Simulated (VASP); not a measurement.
Write the native input for VASP 6.6.1 that does the following.

| Quantity | Value |
| --- | --- |
| Task | single point |
| Functional | RPBE |
| Potentials or basis | VASP PAW PBE potentials, release 64 (Rh_pv) |
| Cutoff | 520 eV |
| k mesh | 11 × 11 × 11 |
| Occupations | fermi-dirac, width 0.1 eV |
| Spin | no spin polarisation |
| Dipole correction | no |
| Further INCAR settings | ALGO = Normal; EDIFF = 1e-06; NBANDS = 22 |

The structure of Rh lies in POSCAR:

```
Rh
1.0
    0.0000000000      2.8884046518      2.8884046518
    2.8884046518      0.0000000000      2.8884046518
    2.8884046518      2.8884046518      0.0000000000
Rh
2
Direct
    0.1250000000      0.1250000000      0.1250000000
    0.8750000000      0.8750000000      0.8750000000
```

This isn't the form of Rh at room conditions, which is fcc.

These files were run (other wordings do the same):

INCAR

```
SYSTEM = Rh
  PREC = Accurate
  ENCUT = 520
  EDIFF = 1E-6
  ISMEAR = -1
  SIGMA = 0.1
  LREAL = .False.
  LASPH = .True.
  NELM = 80
  ALGO = Normal
  ISIF = 2
  LWAVE = .False.
  LCHARG = .False.
  GGA = RP
  NBANDS = 22
```

KPOINTS

```
regular mesh
0
Gamma
  11 11 11
  0 0 0
```

Potentials or basis: VASP PAW PBE potentials, release 64 (Rh_pv).

The run is started by

```console
$ cat potpaw_PBE.64/Rh_pv/POTCAR > POTCAR
$ mpirun -np 1 vasp_std > vasp.out
```

Results of the run:

The pressure is -9.5 GPa and the band gap on the k mesh is zero (bands 15 and 16 overlap by 0.90 eV).

Caveat: the cell stands under tension; the PAW data sets were made with another functional, which shifts forces and pressure a little.

Run time: 79 s on 1 thread of Intel Xeon 8259CL (shared host), peak memory 0.19 GiB.
